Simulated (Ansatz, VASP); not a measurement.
**One calculation of CdO, two programs**

File POSCAR:

```
CdO
1.0
    0.0000000000      2.3991503795      2.3991503795
    2.3991503795      0.0000000000      2.3991503795
    2.3991503795      2.3991503795      0.0000000000
Cd O
1 1
Direct
    0.0000000000      0.0000000000      0.0000000000
    0.5000000000      0.5000000000      0.5000000000
```

File INCAR.step1:

```
  PREC = Accurate
  ENCUT = 660
  ISMEAR = -1
  SIGMA = 0.02
  LREAL = False
  LASPH = True
  NELM = 120
  NBANDS = 16
  GGA = PE
  ALGO = Normal
  EDIFF = 1E-5
  LWAVE = True
  LCHARG = False
  GGA_COMPAT = False
```

INCAR.step2

```
  PREC = Accurate
  ENCUT = 660
  EDIFF = 1E-6
  ISMEAR = -1
  SIGMA = 0.02
  LREAL = False
  LASPH = True
  NELM = 120
  ALGO = Normal
  ISIF = 2
  LWAVE = False
  LCHARG = False
  METAGGA = R2SCAN
  LMIXTAU = True
  NBANDS = 16
  ISTART = 1
  GGA_COMPAT = False
```

KPOINTS

```
regular mesh
0
Gamma
  8 8 8
```

Input for Ansatz:

```yaml
crystal:
  lattice:
    - [0.0, 2.3991503795, 2.3991503795]
    - [2.3991503795, 0.0, 2.3991503795]
    - [2.3991503795, 2.3991503795, 0.0]
  atoms:
    - { symbol: Cd, position: [0.0, 0.0, 0.0] }
    - { symbol: O, position: [0.5, 0.5, 0.5] }
kpoints:
  mp_grid: { grid: [8, 8, 8] }
hamiltonian:
  xc: r2scan
scf:
  occupations: { method: fermi_dirac, width: 0.02 }
  n_extra_bands: 4
output:
  forces: true
  stress: true
  eigenvalues: true
```

Alike in both runs: task single point; functional r2SCAN; k mesh 8 × 8 × 8; occupations fermi-dirac, width 0.02 eV; no spin polarisation.

|  | VASP | Ansatz |
| --- | --- | --- |
| version | VASP 6.6.1 | Ansatz 0.2.0 |
| potentials or method | VASP PAW PBE potentials, release 64 (Cd, O) | plane waves, PAW |
| plane-wave cutoff (eV) | 660 | 500 |
| valence electrons in the cell | 18 | 26 |

```csv
,VASP,Ansatz,Ansatz less VASP
pressure (GPa),-6.4,-7.5,-1.12
```

VASP's potentials were made for PBE, not for r2SCAN. VASP's potentials hold 18 valence electrons a cell and Ansatz's 26, so a difference there can come from the potentials and not from the codes.
